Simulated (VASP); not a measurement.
# Ag2Bi3Pb11 (P1) in VASP: single point with PBEsol

Aim: the single point of Ag2Bi3Pb11 with PBEsol.

Everything below comes from runs of VASP 6.6.1. Logs are shortened: lines on timing, memory, paths and dates and some standing lists are left out, and cuts for length are marked.

**1. The cell of the first run**

The typed cell holds 16 atoms: a = 8.197 Å, b = 6.577 Å, c = 8.596 Å, α = 84.72°, β = 89.75°, γ = 89.54°.

**2. Single point, PBEsol**

File INCAR:

```
SYSTEM = Ag2Bi3Pb11
PREC = Accurate
ENCUT = 520
EDIFF = 1E-7
ISMEAR = 0
SIGMA = 0.1
LREAL = Auto
LASPH = .TRUE.
NELM = 60
ALGO = Fast
ISIF = 2
LWAVE = .FALSE.
LCHARG = .FALSE.
GGA = PS
ISYM = 0
NBANDS = 124
```

File KPOINTS:

```
Automatic mesh
0
Gamma
  2 2 2
  0.5 0.5 0.5
```

File POSCAR:

```
Ag2Bi3Pb11
1.0
    8.1970886084      0.0292093391      0.0177472727
    0.0292093391      6.5681939824      0.3433525284
    0.0177472727      0.3433525284      8.5893313504
Ag Pb Bi
2 11 3
Direct
    0.9917239769     -0.0139517538      0.9900521149
    0.9919460247      0.5150309114      0.5142592793
    0.5020155582     -0.0012694379     -0.0025237180
    1.0058553460      0.4793225002      1.0063301569
    1.0036656679      1.0224759217      0.4961672552
    0.5011875372      0.5030833059     -0.0041209809
    0.5037453154     -0.0046145295      0.5042716208
    0.7540698438      0.2496659632      0.2485147090
    0.2053646958      0.7502804039      0.2517489917
    0.5031322021      0.4989206167      0.5049304929
    0.7802351090      0.2488584467      0.7527695570
    0.2314585184      0.7545164866      0.7517064990
    0.7688975493      0.7490569720      0.7511187354
    0.2619510267      0.2490933593      0.2512587185
    0.2248409044      0.2562139176      0.7486794230
    0.7768480895      0.7485676032      0.2535930527
```

Potentials or basis: VASP PAW PBE potentials, release 64 (Ag, Pb_d, Bi_d).

The run is started by

```bash
cat potpaw_PBE.64/Ag/POTCAR potpaw_PBE.64/Pb_d/POTCAR potpaw_PBE.64/Bi_d/POTCAR > POTCAR
mpirun -np 1 vasp_std > vasp.out
```

OUTCAR:

```text
SYSTEM = Ag2Bi3Pb11
   PREC = Accurate
   ENCUT = 520
   EDIFF = 1E-7
   ISMEAR = 0
   LREAL = Auto
   LASPH = .TRUE.
   NELM = 60
   ISIF = 2
   GGA = PS
   ISYM = 0

 ion  position               nearest neighbor table
   1  0.992  0.986  0.990-  11 3.08   9 3.14  16 3.17  15 3.23   4 3.26  13 3.26  12 3.30   4 3.32
                             8 3.51  14 3.71
   2  0.992  0.515  0.514-  11 3.10  16 3.14   9 3.15  15 3.15  13 3.22   5 3.26   5 3.33  12 3.34
                             8 3.59  14 3.70
   3  0.502  0.999  0.997-   6 3.26   6 3.32  11 3.42  14 3.45  15 3.45  16 3.46   8 3.52  13 3.54
                            12 3.56   9 3.57
   4  0.006  0.479  0.006-   8 3.21  14 3.25   1 3.26  12 3.28  15 3.29  13 3.32   1 3.32   9 3.33
                            11 3.34  16 3.43   6 4.06   6 4.14
   5  0.004  0.022  0.496-   8 3.22  14 3.25   2 3.26  12 3.27  11 3.31   9 3.31  13 3.32  15 3.33
                             2 3.33  16 3.44   7 4.10   7 4.10
   6  0.501  0.503  0.996-   3 3.26  14 3.29   3 3.32   8 3.33  13 3.35  12 3.37  11 3.60  15 3.61
                            16 3.66   9 3.73   4 4.06   4 4.14
   7  0.504  0.995  0.504-  10 3.26  14 3.28  10 3.31   8 3.34  13 3.35  12 3.38  16 3.58  15 3.63
                            11 3.64   9 3.75   5 4.10   5 4.10
   8  0.754  0.250  0.249-   4 3.21   5 3.22  16 3.29  16 3.30   6 3.33   7 3.34  10 3.51   1 3.51
                             3 3.52   2 3.59
   9  0.205  0.750  0.252-   1 3.14   2 3.15   5 3.31  14 3.32  14 3.33   4 3.33  16 3.51   3 3.57
                            10 3.57   6 3.73   7 3.75
  10  0.503  0.499  0.505-   7 3.26   7 3.31  15 3.40  11 3.43  16 3.43  14 3.48   8 3.51  13 3.56
                             9 3.57  12 3.58
  11  0.780  0.249  0.753-   1 3.08   2 3.10  13 3.29  13 3.29   5 3.31   4 3.34   3 3.42  10 3.43
                             6 3.60   7 3.64  15 3.65
  12  0.231  0.755  0.752-   5 3.27  15 3.28   4 3.28   1 3.30  15 3.30   2 3.34   6 3.37   7 3.38
                             3 3.56  10 3.58  13 3.79
  13  0.769  0.749  0.751-   2 3.22   1 3.26  11 3.29  11 3.29   4 3.32   5 3.32   7 3.35   6 3.35
                             3 3.54  10 3.56  12 3.79
  14  0.262  0.249  0.251-   4 3.25   5 3.25   7 3.28   6 3.29   9 3.32   9 3.33   3 3.45  10 3.48
                             2 3.70   1 3.71
  15  0.225  0.256  0.749-   2 3.15   1 3.23  12 3.28   4 3.29  12 3.30   5 3.33  10 3.40   3 3.45
                             6 3.61   7 3.63  11 3.65
  16  0.777  0.749  0.254-   2 3.14   1 3.17   8 3.29   8 3.30  10 3.43   4 3.43   5 3.44   3 3.46
                             9 3.51   7 3.58   6 3.66

IMPORTANT INFORMATION: All symmetrisations will be switched off!
NOSYMM: (Re-)initialisation of all symmetry stuff for point group C_1.

----------------------------------------------------------------------------------------

                                     Primitive cell

  volume of cell :     461.4748

  direct lattice vectors                    reciprocal lattice vectors
     8.197088608  0.029209339  0.017747273     0.121996923 -0.000530463 -0.000230865
     0.029209339  6.568193982  0.343352528    -0.000530463  0.152569974 -0.006097782
     0.017747273  0.343352528  8.589331350    -0.000230865 -0.006097782  0.116667729

  length of vectors
     8.197159862  6.577227101  8.596209570     0.121998295  0.152692702  0.116827203

  position of ions in fractional coordinates (direct lattice)
     0.991723977  0.986048246  0.990052115
     0.991946025  0.515030911  0.514259279
     0.502015558  0.998730562  0.997476282
     0.005855346  0.479322500  0.006330157
     0.003665668  0.022475922  0.496167255
     0.501187537  0.503083306  0.995879019
[... 8 lines left out ...]
     0.224840904  0.256213918  0.748679423
     0.776848089  0.748567603  0.253593053

  ion indices of the primitive-cell ions
   primitive index   ion index
                 1           1
                 2           2
                 3           3
                 4           4
                 5           5
                 6           6
[... 8 lines left out ...]
                15          15
                16          16

----------------------------------------------------------------------------------------

 KPOINTS: Automatic mesh

Automatic generation of k-mesh.
 Grid dimensions read from file:
 generate k-points for:    2    2    2

 Generating k-lattice:

  Cartesian coordinates                     Fractional coordinates (reciprocal lattice)
     0.060998462 -0.000265231 -0.000115433     0.500000000 -0.000000000  0.000000000
    -0.000265231  0.076284987 -0.003048891    -0.000000000  0.500000000  0.000000000
    -0.000115433 -0.003048891  0.058333865     0.000000000  0.000000000  0.500000000

  Length of vectors
     0.060999148  0.076346351  0.058413601

  Shift w.r.t. Gamma in fractional coordinates (k-lattice)
     0.500000000  0.500000000  0.500000000

 Subroutine IBZKPT returns following result:
 ===========================================

 Found      4 irreducible k-points:

 Following reciprocal coordinates:
            Coordinates               Weight
  0.250000  0.250000  0.250000      2.000000
 -0.250000  0.250000  0.250000      2.000000
  0.250000 -0.250000  0.250000      2.000000
 -0.250000 -0.250000  0.250000      2.000000
   k-points           NKPTS =      4   k-points in BZ     NKDIM =      4   number of bands    NBANDS=    124
   number of dos      NEDOS =    301   number of ions     NIONS =     16
   total plane-waves  NPLWV = 204800
   dimension x,y,z NGX =    64 NGY =   50 NGZ =   64
   dimension x,y,z NGXF=   128 NGYF=  100 NGZF=  128
   ions per type =               2  11   3
   NGX,Y,Z   is equivalent  to a cutoff of  12.98, 12.64, 12.38 a.u.
   NGXF,Y,Z  is equivalent  to a cutoff of  25.96, 25.28, 24.75 a.u.
 SYSTEM =  Ag2Bi3Pb11
   PREC   = accura    normal or accurate (medium, high low for compatibility)
   ISTART =      0    job   : 0-new  1-cont  2-samecut
   ICHARG =      2    charge: 1-file 2-atom 10-const
   ISPIN  =      1    spin polarized calculation?
   LNONCOLLINEAR =      F non collinear calculations
   LSORBIT =      F    spin-orbit coupling
   LASPH  =      T    aspherical Exc in radial PAW
   ENCUT  =  520.0 eV  38.22 Ry    6.18 a.u.  15.24 12.23 15.98*2*pi/ulx,y,z
   NELM   =     60;   NELMIN=  2; NELMDL= -5     # of ELM steps
   EDIFF  = 0.1E-06   stopping-criterion for ELM
   LREAL  =      T    real-space projection
   EDIFFG = 0.1E-05   stopping-criterion for IOM
   NSW    =      0    number of steps for IOM
   IBRION =     -1    ionic relax: 0-MD 1-quasi-New 2-CG
   NFREE  =      0    steps in history (QN), initial steepest desc. (CG)
   ISIF   =      2    stress and relaxation
   ISYM   =      0    0-nonsym 1-usesym 2-fastsym
   POTIM  = 0.5000    time-step for ionic-motion
   TEBEG  =    0.0;   TEEND  =   0.0 temperature during run
   PSTRESS=    0.0 pullay stress
   NELECT =     221.0000    total number of electrons
   NUPDOWN=      -1.0000    fix difference up-down
   EMIN   =  10.00;   EMAX   =-10.00  energy-range for DOS
   EFERMI =   0.00;   METHOD = LEGACY
   ISMEAR =     0;   SIGMA  =   0.10  broadening in eV -4-tet -1-fermi 0-gaus
   EFERMI_NEDOS =   21; number of points for ismear=-14 and -15
   IALGO  =     68    algorithm
   IMIX   =      4    mixing-type and parameters
     AMIX     =   0.40;   BMIX     =  1.00
     AMIX_MAG =   1.60;   BMIX_MAG =  1.00
  volume/ion in A,a.u.               =      28.84       194.64
  Fermi-wavevector in a.u.,A,eV,Ry     =   1.280824  2.420407 22.320510  1.640511
  Thomas-Fermi vector in A             =   2.413230
   LORBIT       =      0    0 simple, 1 ext, 2 COOP (PROOUT), +10 PAW based schemes
   GGA     = PS    functional components
   LHFCALC =     F    Hartree Fock is set to
   AEXX    =    0.0000 exact exchange contribution
   IVDW    =     0    specifies the selected vdW correction
   LEPSILON=     F    determine dielectric tensor
   LRPA    =     F    only Hartree local field effects (RPA)
 non-spin polarized calculation
 RMM-DIIS sequential band-by-band and
 Gauss-broadening in eV      SIGMA  =   0.10
  energy-cutoff  :      520.00
  volume of cell :      461.47
 maximum number of plane-waves:     12433
 NGX is ok and might be reduce to    64
   NGX = 31   NGY = 25   NGZ = 31

 number of electron     220.9999981 magnetization

 Free energy of the ion-electron system (eV)
  ---------------------------------------------------
  ext. energy  EPLUGINS =         0.00000000
  ---------------------------------------------------
  free energy    TOTEN  =       -63.05726037 eV

  energy without entropy =      -63.02390352  energy(sigma->0) =      -63.04058194

 E-fermi :   7.4556     XC(G=0): -10.4892

 val. band max:        7.4041014848   @ k =  -0.2500   0.2500   0.2500
 cond. band min:       7.5206912745   @ k =  -0.2500   0.2500   0.2500
 fundamental gap:      0.1165897897
 Fermi energy:         7.4555826008

 k-point     1 :       0.2500    0.2500    0.2500
  band No.  band energies     occupation
      1     -15.4846      2.00000
      2     -15.4806      2.00000
      3     -15.4750      2.00000
      4     -15.4444      2.00000
      5     -15.4361      2.00000
      6     -15.4183      2.00000
[... 114 lines left out ...]
    121       9.5874      0.00000
    122       9.7590      0.00000

 k-point     2 :      -0.2500    0.2500    0.2500
  band No.  band energies     occupation
      1     -15.4846      2.00000
      2     -15.4806      2.00000
      3     -15.4750      2.00000
      4     -15.4444      2.00000
      5     -15.4360      2.00000
      6     -15.4183      2.00000
[... 114 lines left out ...]
    121       9.5839      0.00000
    122       9.7804      0.00000

 k-point     3 :       0.2500   -0.2500    0.2500
  band No.  band energies     occupation
      1     -15.4846      2.00000
      2     -15.4806      2.00000
      3     -15.4750      2.00000
      4     -15.4444      2.00000
      5     -15.4360      2.00000
      6     -15.4183      2.00000
[... 114 lines left out ...]
    121       9.5233      0.00000
    122       9.7681      0.00000

 k-point     4 :      -0.2500   -0.2500    0.2500
  band No.  band energies     occupation
      1     -15.4846      2.00000
      2     -15.4806      2.00000
      3     -15.4750      2.00000
      4     -15.4444      2.00000
      5     -15.4361      2.00000
      6     -15.4183      2.00000
[... 114 lines left out ...]
    121       9.5211      0.00000
    122       9.7863      0.00000
 [bands above 122 left out]

------------------------ aborting loop because EDIFF is reached ----------------------------------------

  FORCE on cell =-STRESS in cart. coord.  units (eV):
  Direction    XX          YY          ZZ          XY          YZ          ZX
  --------------------------------------------------------------------------------------
  -------------------------------------------------------------------------------------
  Total       -0.1448819      0.3802647     -0.1640142     -0.0180077      0.1088862     -0.0232315
  in kB       -0.5030101      1.3202271     -0.5694347     -0.0625203      0.3780379     -0.0806565
  external PRESSURE =       0.0825941 kB  Pullay stress =       0.0000000 kB

 VOLUME and BASIS-vectors are now :
 -----------------------------------------------------------------------------
  energy-cutoff  :      520.00
  volume of cell :      461.47
      direct lattice vectors                 reciprocal lattice vectors
     8.197088608  0.029209339  0.017747273     0.121996923 -0.000530463 -0.000230865
     0.029209339  6.568193982  0.343352528    -0.000530463  0.152569974 -0.006097782
     0.017747273  0.343352528  8.589331350    -0.000230865 -0.006097782  0.116667729

 POSITION                                       TOTAL-FORCE (eV/Angst)
 -----------------------------------------------------------------------------------
      8.17562      6.84546      8.86005         0.006611     -0.006357     -0.008541
      8.15524      3.58837      4.61158         0.007169     -0.000600      0.004721
      4.16194      6.91701      8.91948         0.008696     -0.007336      0.002677
      0.06211      3.15063      0.21905        -0.014881      0.004669     -0.024708
      0.03951      0.31809      4.26953        -0.003985      0.006993      0.022595
      4.14065      3.66093      8.73556        -0.011373     -0.006454      0.000892
[... 8 lines left out ...]
      1.86381      1.94649      6.52262        -0.011030     -0.012175     -0.004345
      6.39426      5.02650      2.44900        -0.002950      0.015800      0.012500
 -----------------------------------------------------------------------------------
    total drift:                               -0.018486      0.028136      0.014489

  FREE ENERGIE OF THE ION-ELECTRON SYSTEM (eV)
  ---------------------------------------------------
  free  energy   TOTEN  =       -63.0572603654 eV

  energy  without entropy=      -63.0239035180  energy(sigma->0) =      -63.04058194
```

It took 3.4 min on 1 thread of AMD EPYC 9R45 (Zen 5), shared host; peak memory 0.52 GiB.

What came out:

| Quantity | Value |
| --- | --- |
| Free energy | -63.0573 eV |
| Pressure | 0.0 GPa |
| Largest force | 0.029 eV/Å |
| Band gap on the k mesh | zero (an odd number of electrons rules out a gap without spin polarisation) |

Forces in eV/Å, atoms in the order of the input:
```
Ag   0.007 -0.006 -0.009
Ag   0.007 -0.001  0.005
Pb   0.009 -0.007  0.003
Pb  -0.015  0.005 -0.025
Pb  -0.004  0.007  0.023
Pb  -0.011 -0.006  0.001
Pb  -0.014 -0.007 -0.007
Pb  -0.016  0.001  0.004
Pb   0.008 -0.007  0.000
Pb   0.003  0.001 -0.011
Pb   0.015  0.008 -0.001
Pb   0.016  0.008 -0.006
Pb  -0.014 -0.009  0.004
Bi   0.023  0.010  0.012
Bi  -0.011 -0.012 -0.004
Bi  -0.003  0.016  0.013
```

Levels at points of the mesh, in eV from the Fermi level:
```tsv
k point	band 106	band 107	band 108	band 109	band 110	band 111	band 112	band 113	band 114	band 115
(0.25, 0.25, 0.25)	-1.57	-1.47	-1.12	-0.72	-0.44	-0.10	0.08	0.32	0.36	0.53
```

Caveat: the k points lie up to 0.48 Å⁻¹ apart, too coarse for converged energies and pressures of a metal; the PAW data sets were made with another functional, which shifts forces and pressure a little; spin-orbit coupling is left out, which moves the levels of the heavy elements.

The gap in the log of VASP goes by the Fermi energy; the results here count the filled bands.